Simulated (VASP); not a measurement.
Runs of VASP 6.6.1 on Si. The structure is tetragonal, space group I4_1/amd (No. 141). Conventional cell: a = 4.743 Å, b = 4.743 Å, c = 2.659 Å, α = 90.00°, β = 90.00°, γ = 90.00°. Si (site symmetry -4m2) has 10 Si at 2.46 to 3.10 Å within 3.3 Å. 

```tsv
k mesh	gap on the mesh (eV)	pressure (GPa)
12 × 12 × 12	none	3.3
3 × 3 × 3	none	2.0
8 × 8 × 8	none	(a)
10 × 10 × 10	none	3.3
4 × 4 × 4	none	3.5
```

Alike in all rows: task single point; level PBE; potentials or basis VASP PAW PBE potentials, release 64 (Si); no spin polarisation; cell as given; cutoff (eV) 520; smearing fermi-dirac 0.05 eV.

Fill in the values left out.

(a) 3.4.

Caveats: some runs use coarse meshes.

A gap of «none» marks levels without a gap at the run's occupations.
